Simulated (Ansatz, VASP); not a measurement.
**Two plane-wave programs on Cu**

INCAR

```
SYSTEM = Cu
PREC     = Accurate       ! precision mode
ENCUT    = 520            ! plane-wave cutoff, eV
EDIFF    = 1E-6           ! SCF threshold, eV
ISMEAR   = 1              ! smearing method
SIGMA    = 0.1            ! smearing width, eV
LREAL    = .FALSE.        ! projectors in reciprocal space
LASPH    = .TRUE.         ! aspherical terms in the spheres
NELM     = 80             ! most SCF steps
ALGO     = Normal         ! electronic algorithm
ISIF     = 2              ! what is computed and relaxed
LWAVE    = .FALSE.        ! write WAVECAR
LCHARG   = .FALSE.        ! write CHGCAR
GGA      = PS             ! functional
NBANDS   = 30             ! bands
```

KPOINTS

```
regular mesh
0
G
  11 11 3
  0 0 0
```

POSCAR

```
Cu
1.0
    2.5307640000      0.0000000000      0.0000000000
   -1.2653820000      2.1917060000      0.0000000000
    0.0000000000      0.0000000000      8.2618150000
Cu
4
Direct
    0.0000000000      0.0000000000      0.0000000000
    0.3333333333      0.6666666667      0.2500000000
   -0.0079027519      0.0000000000      0.5000000000
    0.6666666667      0.3333333333      0.7500000000
```

Input for Ansatz:

```yaml
crystal:
  lattice:
    - [2.530764, 0.0, 0.0]
    - [-1.265382, 2.191706, 0.0]
    - [0.0, 0.0, 8.261815]
  atoms:
    - { symbol: Cu, position: [0.0, 0.0, 0.0] }
    - { symbol: Cu, position: [0.3333333333333333, 0.6666666666666666, 0.25] }
    - { symbol: Cu, position: [-0.007902751896265318, 0.0, 0.5] }
    - { symbol: Cu, position: [0.6666666666666666, 0.3333333333333333, 0.75] }
kpoints:
  mp_grid:
    grid: [11, 11, 3]
    shift: [0.0, 0.0, 0.0]
hamiltonian:
  xc: pbesol
  pseudopotentials:
    kind: paw
scf:
  occupations:
    method: cold
    width: 0.1
output:
  forces: true
```

Alike in both runs: task single point; functional PBEsol; k mesh 11 × 11 × 3; no spin polarisation.

|  | VASP | Ansatz |
| --- | --- | --- |
| version | VASP 6.6.1 | Ansatz 0.2.0 |
| potentials or method | VASP PAW PBE potentials, release 64 (Cu) | plane waves, PAW |
| plane-wave cutoff (eV) | 520 | 420 |
| occupations | methfessel-paxton of order 1, width 0.1 eV | cold, width 0.1 eV |
| valence electrons in the cell | 44 | 76 |

VASP gave:

| Property | Result |
| --- | --- |
| rms of the force components (eV/Å) | 0.012 |

Q: What did Ansatz give for the same quantities?

A: rms of the force components (eV/Å): 0.011.

VASP's potentials were made for PBE, not for PBEsol. Atom by atom the forces differ by 0.000 eV/Å (rms over components). VASP's potentials hold 44 valence electrons a cell and Ansatz's 76, so a difference there can come from the potentials and not from the codes.
